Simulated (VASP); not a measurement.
# Sb (Fm-3m) in VASP: further runs

The runs below take Sb through single point, with PBE.

All numbers are computed with VASP 6.6.1; they aren't measurements. Logs are shortened: lines on timing, memory, paths and dates and some standing lists are left out, and cuts for length are marked.

## (1) The cell of the first run

It takes space group Fm-3m (No. 225, cubic). Conventional cell: a = 4.742 Å, b = 4.742 Å, c = 4.742 Å, α = 90.00°, β = 90.00°, γ = 90.00°. Within 4.4 Å of Sb (site symmetry m-3m) lie 12 Sb at 3.35 Å.

## (2) Single point, PBE

Input file INCAR:

```
SYSTEM = Sb
  PREC = Accurate
  ENCUT = 520
  EDIFF = 1E-7
  ISMEAR = 0
  SIGMA = 0.019000000000000003
  LREAL = .False.
  LASPH = .True.
  NELM = 60
  ALGO = Normal
  ISIF = 2
  LWAVE = .False.
  LCHARG = .True.
  GGA = PE
  LELF = .True.
  LVHAR = .True.
  NBANDS = 8
```

Input file KPOINTS:

```
Automatic mesh
0
Gamma
  10 10 10
  0 0 0
```

Input file POSCAR:

```
Sb
1.0
    0.0000000000      2.3712425216      2.3712425216
    2.3712425216      0.0000000000      2.3712425216
    2.3712425216      2.3712425216      0.0000000000
Sb
1
Direct
    0.0000000000      0.0000000000      0.0000000000
```

Potentials or basis: VASP PAW PBE potentials, release 64 (Sb).

On the command line:

```bash
cat potpaw_PBE.64/Sb/POTCAR > POTCAR
mpirun -np 1 vasp_std > vasp.out
```

OUTCAR:

```text
SYSTEM = Sb
   PREC = Accurate
   ENCUT = 520
   EDIFF = 1E-7
   ISMEAR = 0
   LREAL = .False.
   LASPH = .True.
   NELM = 60
   ISIF = 2
   GGA = PE

 ion  position               nearest neighbor table
   1  0.000  0.000  0.000-

  LATTYP: Found a face centered cubic cell.
 ALAT       =     4.7424850432

  Lattice vectors:

 A1 = (   0.0000000000,   2.3712425216,   2.3712425216)
 A2 = (   2.3712425216,   0.0000000000,   2.3712425216)
 A3 = (   2.3712425216,   2.3712425216,   0.0000000000)

Analysis of symmetry for initial positions (statically):
=====================================================================
 Subroutine PRICEL returns:
 Original cell was already a primitive cell.

 Routine SETGRP: Setting up the symmetry group for a
 face centered cubic supercell.

 Subroutine GETGRP returns: Found 48 space group operations
[... 9 lines left out ...]

 Routine SETGRP: Setting up the symmetry group for a
 face centered cubic supercell.

 Subroutine GETGRP returns: Found 48 space group operations
[... 11 lines left out ...]
                                     Primitive cell

  volume of cell :      26.6660

  direct lattice vectors                    reciprocal lattice vectors
     0.000000000  2.371242522  2.371242522    -0.210859916  0.210859916  0.210859916
     2.371242522  0.000000000  2.371242522     0.210859916 -0.210859916  0.210859916
     2.371242522  2.371242522  0.000000000     0.210859916  0.210859916 -0.210859916

  length of vectors
     3.353443334  3.353443334  3.353443334     0.365220089  0.365220089  0.365220089

  position of ions in fractional coordinates (direct lattice)
     0.000000000  0.000000000  0.000000000

  ion indices of the primitive-cell ions
   primitive index   ion index
                 1           1

----------------------------------------------------------------------------------------

 KPOINTS: Automatic mesh

Automatic generation of k-mesh.
 Grid dimensions read from file:
 generate k-points for:   10   10   10

 Generating k-lattice:

  Cartesian coordinates                     Fractional coordinates (reciprocal lattice)
    -0.021085992  0.021085992  0.021085992     0.100000000  0.000000000  0.000000000
     0.021085992 -0.021085992  0.021085992     0.000000000  0.100000000  0.000000000
     0.021085992  0.021085992 -0.021085992     0.000000000  0.000000000  0.100000000

  Length of vectors
     0.036522009  0.036522009  0.036522009

  Shift w.r.t. Gamma in fractional coordinates (k-lattice)
     0.000000000  0.000000000  0.000000000

 Subroutine IBZKPT returns following result:
 ===========================================

 Found     47 irreducible k-points:

 Following reciprocal coordinates:
            Coordinates               Weight
  0.000000  0.000000  0.000000      1.000000
  0.100000  0.000000  0.000000      8.000000
  0.200000  0.000000  0.000000      8.000000
  0.300000  0.000000  0.000000      8.000000
  0.400000  0.000000  0.000000      8.000000
  0.500000  0.000000  0.000000      4.000000
[... 16 lines left out ...]
  0.300000  0.300000  0.000000      6.000000
  0.400000  0.300000  0.000000     24.000000
 [... further k-points ...]
   k-points           NKPTS =     47   k-points in BZ     NKDIM =     47   number of bands    NBANDS=      8
   number of dos      NEDOS =    301   number of ions     NIONS =      1
   total plane-waves  NPLWV =  21952
   dimension x,y,z NGX =    28 NGY =   28 NGZ =   28
   dimension x,y,z NGXF=    56 NGYF=   56 NGZF=   56
   ions per type =               1
   NGX,Y,Z   is equivalent  to a cutoff of  13.88, 13.88, 13.88 a.u.
   NGXF,Y,Z  is equivalent  to a cutoff of  27.76, 27.76, 27.76 a.u.
 SYSTEM =  Sb
   PREC   = accura    normal or accurate (medium, high low for compatibility)
   ISTART =      0    job   : 0-new  1-cont  2-samecut
   ICHARG =      2    charge: 1-file 2-atom 10-const
   ISPIN  =      1    spin polarized calculation?
   LNONCOLLINEAR =      F non collinear calculations
   LSORBIT =      F    spin-orbit coupling
   LASPH  =      T    aspherical Exc in radial PAW
   ENCUT  =  520.0 eV  38.22 Ry    6.18 a.u.   6.24  6.24  6.24*2*pi/ulx,y,z
   NELM   =     60;   NELMIN=  2; NELMDL= -5     # of ELM steps
   EDIFF  = 0.1E-06   stopping-criterion for ELM
   LREAL  =      F    real-space projection
   EDIFFG = 0.1E-05   stopping-criterion for IOM
   NSW    =      0    number of steps for IOM
   IBRION =     -1    ionic relax: 0-MD 1-quasi-New 2-CG
   NFREE  =      0    steps in history (QN), initial steepest desc. (CG)
   ISIF   =      2    stress and relaxation
   ISYM   =      2    0-nonsym 1-usesym 2-fastsym
   POTIM  = 0.5000    time-step for ionic-motion
   TEBEG  =    0.0;   TEEND  =   0.0 temperature during run
   PSTRESS=    0.0 pullay stress
   NELECT =       5.0000    total number of electrons
   NUPDOWN=      -1.0000    fix difference up-down
   EMIN   =  10.00;   EMAX   =-10.00  energy-range for DOS
   EFERMI =   0.00;   METHOD = LEGACY
   ISMEAR =     0;   SIGMA  =   0.02  broadening in eV -4-tet -1-fermi 0-gaus
   EFERMI_NEDOS =   21; number of points for ismear=-14 and -15
   IALGO  =     38    algorithm
   IMIX   =      4    mixing-type and parameters
     AMIX     =   0.40;   BMIX     =  1.00
     AMIX_MAG =   1.60;   BMIX_MAG =  1.00
  volume/ion in A,a.u.               =      26.67       179.95
  Fermi-wavevector in a.u.,A,eV,Ry     =   0.937013  1.770697 11.945820  0.877993
  Thomas-Fermi vector in A             =   2.064081
   LORBIT       =      0    0 simple, 1 ext, 2 COOP (PROOUT), +10 PAW based schemes
   GGA     = PE    functional components
   LHFCALC =     F    Hartree Fock is set to
   AEXX    =    0.0000 exact exchange contribution
   IVDW    =     0    specifies the selected vdW correction
   LEPSILON=     F    determine dielectric tensor
   LRPA    =     F    only Hartree local field effects (RPA)
 non-spin polarized calculation
 Gauss-broadening in eV      SIGMA  =   0.02
  energy-cutoff  :      520.00
  volume of cell :       26.67
 maximum number of plane-waves:       728
 NGX is ok and might be reduce to    28
   NGX = 13   NGY = 13   NGZ = 13

 number of electron       5.0000000 magnetization

 Free energy of the ion-electron system (eV)
  ---------------------------------------------------
  ext. energy  EPLUGINS =         0.00000000
  ---------------------------------------------------
  free energy    TOTEN  =        -3.81568256 eV

  energy without entropy =       -3.81522886  energy(sigma->0) =       -3.81545571

 E-fermi :   8.5882     XC(G=0): -10.2768

 val. band max:        8.5754103648   @ k =  -0.4000   0.4000   0.1000
 cond. band min:       8.6648999246   @ k =  -0.2000   0.2000   0.0000
 fundamental gap:      0.0894895597
 Fermi energy:         8.5881585882

 k-point     1 :       0.0000    0.0000    0.0000
  band No.  band energies     occupation
      1      -4.3498      2.00000
      2      14.0443      0.00000
      3      14.0443      0.00000
      4      14.0443      0.00000
      5      18.6375      0.00000
      6      18.6375      0.00000
      7      18.6375      0.00000
      8      18.8943      0.00000

 k-point     2 :       0.1000    0.0000    0.0000
  band No.  band energies     occupation
      1      -4.1501      2.00000
      2      12.3239      0.00000
      3      13.7895      0.00000
      4      13.7895      0.00000
      5      17.5892      0.00000
      6      19.0491      0.00000
      7      19.0491      0.00000
      8      20.8771      0.00000

 k-point     3 :       0.2000    0.0000    0.0000
  band No.  band energies     occupation
      1      -3.5558      2.00000
      2       9.3359      0.00000
      3      13.2645      0.00000
      4      13.2645      0.00000
      5      17.0675      0.00000
      6      19.3976      0.00000
      7      19.3976      0.00000
      8      20.9879      0.00000

 k-point     4 :       0.3000    0.0000    0.0000
  band No.  band energies     occupation
      1      -2.5907      2.00000
      2       6.4384      2.00000
      3      12.7710      0.00000
      4      12.7710      0.00000
      5      16.8289      0.00000
      6      18.6341      0.00000
      7      18.6341      0.00000
      8      19.6681      0.00000

 k-point     5 :       0.4000    0.0000    0.0000
  band No.  band energies     occupation
      1      -1.3632      2.00000
      2       4.0031      2.00000
      3      12.4436      0.00000
      4      12.4436      0.00000
      5      16.8230      0.00000
      6      17.9972      0.00000
      7      17.9972      0.00000
      8      18.6935      0.00000

 k-point     6 :       0.5000    0.0000    0.0000
  band No.  band energies     occupation
      1      -0.5424      2.00000
      2       2.7736      2.00000
      3      12.3305      0.00000
      4      12.3305      0.00000
      5      16.8871      0.00000
      6      17.7730      0.00000
      7      17.7730      0.00000
      8      18.2994      0.00000

 k-point     7 :       0.1000    0.1000    0.0000
  band No.  band energies     occupation
      1      -4.0834      2.00000
      2      13.0089      0.00000
      3      13.0814      0.00000
      4      13.0814      0.00000
      5      16.7645      0.00000
      6      19.8289      0.00000
      7      19.8463      0.00000
      8      19.8463      0.00000

 k-point     8 :       0.2000    0.1000    0.0000
  band No.  band energies     occupation
      1      -3.6200      2.00000
      2      10.3981      0.00000
      3      12.3637      0.00000
      4      12.9648      0.00000
      5      16.6499      0.00000
      6      18.4829      0.00000
      7      19.9199      0.00000
      8      20.7012      0.00000

 k-point     9 :       0.3000    0.1000    0.0000
  band No.  band energies     occupation
      1      -2.7753      2.00000
      2       7.4894      2.00000
      3      11.8620      0.00000
      4      12.3178      0.00000
      5      16.5032      0.00000
      6      18.3953      0.00000
      7      20.1534      0.00000
      8      20.1835      0.00000

 k-point    10 :       0.4000    0.1000    0.0000
  band No.  band energies     occupation
      1      -1.6145      2.00000
      2       4.8968      2.00000
      3      11.6061      0.00000
      4      11.6638      0.00000
      5      16.0989      0.00000
      6      18.4459      0.00000
      7      19.2375      0.00000
      8      20.7617      0.00000
[... 78 lines left out ...]
 k-point    18 :       0.4000    0.2000    0.0000
  band No.  band energies     occupation
      1      -1.5136      2.00000
      2       6.0632      2.00000
      3       9.8021      0.00000
      4      10.6375      0.00000
      5      14.7259      0.00000
      6      17.8885      0.00000
      7      21.2462      0.00000
      8      21.7472      0.00000

 k-point    19 :       0.5000    0.2000    0.0000
  band No.  band energies     occupation
      1      -0.3245      2.00000
      2       4.0411      2.00000
      3       8.8832      0.00000
      4      10.7686      0.00000
      5      14.7079      0.00000
      6      19.8463      0.00000
      7      20.4318      0.00000
      8      21.5576      0.00000

 k-point    20 :      -0.4000    0.2000    0.0000
  band No.  band energies     occupation
      1      -0.0534      2.00000
      2       3.6701      2.00000
      3       8.2787      2.00000
      4      11.2736      0.00000
      5      15.1048      0.00000
      6      19.8950      0.00000
      7      20.1163      0.00000
      8      23.2528      0.00000

 k-point    21 :      -0.3000    0.2000    0.0000
  band No.  band energies     occupation
      1      -1.1287      2.00000
      2       5.3768      2.00000
      3       8.0811      2.00000
      4      12.0901      0.00000
      5      15.8953      0.00000
      6      19.6652      0.00000
      7      19.8230      0.00000
      8      21.7562      0.00000

 k-point    22 :      -0.2000    0.2000    0.0000
  band No.  band energies     occupation
      1      -2.2657      2.00000
      2       7.4891      2.00000
      3       8.6649      0.00000
      4      13.0355      0.00000
      5      17.0594      0.00000
      6      19.2086      0.00000
      7      19.6022      0.00000
      8      20.1377      0.00000

 k-point    23 :       0.3000    0.3000    0.0000
  band No.  band energies     occupation
      1      -1.9853      2.00000
      2       8.1809      2.00000
      3      10.1669      0.00000
      4      10.1669      0.00000
      5      14.1253      0.00000
      6      14.3774      0.00000
      7      24.1672      0.00000
      8      24.1672      0.00000

 k-point    24 :       0.4000    0.3000    0.0000
  band No.  band energies     occupation
      1      -1.0505      2.00000
      2       6.5686      2.00000
      3       8.8950      0.00000
      4       9.8053      0.00000
      5      13.8070      0.00000
      6      15.0454      0.00000
      7      23.5102      0.00000
      8      24.2214      0.00000

 [... further k-points ...]
[... 5 lines left out ...]
  --------------------------------------------------------------------------------------
  -------------------------------------------------------------------------------------
  Total        0.3064141      0.3064141      0.3064141     -0.0000000      0.0000000     -0.0000000
  in kB       18.4103239     18.4103239     18.4103239     -0.0000000      0.0000000     -0.0000000
  external PRESSURE =      18.4103239 kB  Pullay stress =       0.0000000 kB

 VOLUME and BASIS-vectors are now :
 -----------------------------------------------------------------------------
  energy-cutoff  :      520.00
  volume of cell :       26.67
      direct lattice vectors                 reciprocal lattice vectors
     0.000000000  2.371242522  2.371242522    -0.210859916  0.210859916  0.210859916
     2.371242522  0.000000000  2.371242522     0.210859916 -0.210859916  0.210859916
     2.371242522  2.371242522  0.000000000     0.210859916  0.210859916 -0.210859916

 POSITION                                       TOTAL-FORCE (eV/Angst)
 -----------------------------------------------------------------------------------
      0.00000      0.00000      0.00000         0.000000      0.000000      0.000000
 -----------------------------------------------------------------------------------
    total drift:                                0.000000      0.000000     -0.000000

  FREE ENERGIE OF THE ION-ELECTRON SYSTEM (eV)
  ---------------------------------------------------
  free  energy   TOTEN  =        -3.8156825612 eV

  energy  without entropy=       -3.8152288599  energy(sigma->0) =       -3.81545571
```

It took 6.6 s on 1 thread of AMD EPYC 9R45 (Zen 5), shared host; peak memory 0.13 GiB.

Results:

```
Free energy : -3.8157 eV
Pressure    : 1.8 GPa
```

Caveat: spin-orbit coupling is left out, which moves the levels of the heavy elements.

## (3) Single point, PBE

Input file INCAR:

```
ALGO = Normal
EDIFF = 1E-6
ENCUT = 520
GGA = PE
ISIF = 2
ISMEAR = 0
LASPH = True
LCHARG = True
LELF = True
LREAL = False
LVHAR = True
LWAVE = False
NBANDS = 8
NELM = 80
PREC = Accurate
SIGMA = 0.02
```

Input file KPOINTS:

```
k-points
0
Gamma
  10 10 10
```

POSCAR is that of step 2.

Potentials or basis: VASP PAW PBE potentials, release 64 (Sb).

On the command line:

```bash
cat potpaw_PBE.64/Sb/POTCAR > POTCAR
mpirun -np 1 vasp_std > vasp.out
```

It took 5.8 s on 1 thread of AMD EPYC 9R45 (Zen 5), shared host; peak memory 0.12 GiB.

Results (log left out):

* Free energy: -3.8157 eV
* Pressure: 1.8 GPa

Levels at points of the mesh, in eV from the Fermi level:
| k point | band 1 | band 2 | band 3 | band 4 | band 5 | band 6 | band 7 |
| --- | --- | --- | --- | --- | --- | --- | --- |
| (0.00, 0.00, 0.00) | -12.94 | 5.46 | 5.46 | 5.46 | 10.05 | 10.05 | 10.05 |
| (0.50, 0.00, 0.00) | -9.13 | -5.82 | 3.74 | 3.74 | 8.30 | 9.18 | 9.18 |
| (0.50, 0.50, 0.00) | -7.48 | -4.91 | 0.44 | 0.44 | 4.22 | 4.66 | 17.67 |

Caveat: spin-orbit coupling is left out, which moves the levels of the heavy elements.

## (4) Single point, PBE

Input file INCAR:

```
ALGO = Normal
EDIFF = 1E-6
ENCUT = 520
GGA = PE
ISIF = 2
ISMEAR = 0
LASPH = T
LCHARG = T
LELF = T
LREAL = F
LVHAR = T
LWAVE = F
NBANDS = 8
NELM = 100
PREC = Accurate
SIGMA = 0.020999999999999998
```

KPOINTS is that of step 3.

POSCAR is that of step 3.

Potentials or basis: VASP PAW PBE potentials, release 64 (Sb).

On the command line:

```bash
cat potpaw_PBE.64/Sb/POTCAR > POTCAR
mpirun -np 1 vasp_std > vasp.out
```

OUTCAR:

```text
EDIFF = 1E-6
   ENCUT = 520
   GGA = PE
   ISIF = 2
   ISMEAR = 0
   LASPH = T
   LREAL = F
   NELM = 100
   PREC = Accurate

 ion  position               nearest neighbor table
   1  0.000  0.000  0.000-

  LATTYP: Found a face centered cubic cell.
 ALAT       =     4.7424850432

  Lattice vectors:

 A1 = (   0.0000000000,   2.3712425216,   2.3712425216)
 A2 = (   2.3712425216,   0.0000000000,   2.3712425216)
 A3 = (   2.3712425216,   2.3712425216,   0.0000000000)

Analysis of symmetry for initial positions (statically):
[... 435 lines left out ...]
      2       6.5688      2.00000
      3       8.8952      0.00000
      4       9.8055      0.00000
      5      13.8071      0.00000
      6      15.0456      0.00000
      7      23.5107      0.00000
      8      24.2219      0.00000

 [... further k-points ...]
[... 5 lines left out ...]
  --------------------------------------------------------------------------------------
  -------------------------------------------------------------------------------------
  Total        0.3052524      0.3052524      0.3052524     -0.0000000      0.0000000      0.0000000
  in kB       18.3405233     18.3405233     18.3405233     -0.0000000      0.0000000      0.0000000
  external PRESSURE =      18.3405233 kB  Pullay stress =       0.0000000 kB

 VOLUME and BASIS-vectors are now :
 -----------------------------------------------------------------------------
  energy-cutoff  :      520.00
  volume of cell :       26.67
      direct lattice vectors                 reciprocal lattice vectors
     0.000000000  2.371242522  2.371242522    -0.210859916  0.210859916  0.210859916
     2.371242522  0.000000000  2.371242522     0.210859916 -0.210859916  0.210859916
     2.371242522  2.371242522  0.000000000     0.210859916  0.210859916 -0.210859916

 POSITION                                       TOTAL-FORCE (eV/Angst)
 -----------------------------------------------------------------------------------
      0.00000      0.00000      0.00000         0.000000      0.000000      0.000000
 -----------------------------------------------------------------------------------
    total drift:                               -0.000000      0.000000     -0.000000

  FREE ENERGIE OF THE ION-ELECTRON SYSTEM (eV)
  ---------------------------------------------------
  free  energy   TOTEN  =        -3.8157310900 eV

  energy  without entropy=       -3.8152290171  energy(sigma->0) =       -3.81548005
```

Run time: 6 s. Hardware: 1 thread of AMD EPYC 9R45 (Zen 5), shared host; peak memory 0.12 GiB.

What came out:

```yaml
Free_energy: -3.8157 eV
Pressure: 1.8 GPa
```

Caveat: spin-orbit coupling is left out, which moves the levels of the heavy elements.

## (5) Summary

```tsv
smearing	gap on the mesh (eV)	pressure (GPa)
gaussian 0.019 eV	none	1.8
gaussian 0.02 eV	none	1.8
gaussian 0.021 eV	none	1.8
```

Alike in all rows: task single point; level PBE; potentials or basis VASP PAW PBE potentials, release 64 (Sb); no spin polarisation; cell as given; k mesh 10 × 10 × 10; cutoff (eV) 520.

Every run on the cell as given and a fine mesh finds a metal.

Caveats: spin-orbit coupling is left out, which moves the levels of the heavy elements.

Total energies depend on the potentials used, so only differences within one code and one set of settings carry meaning.
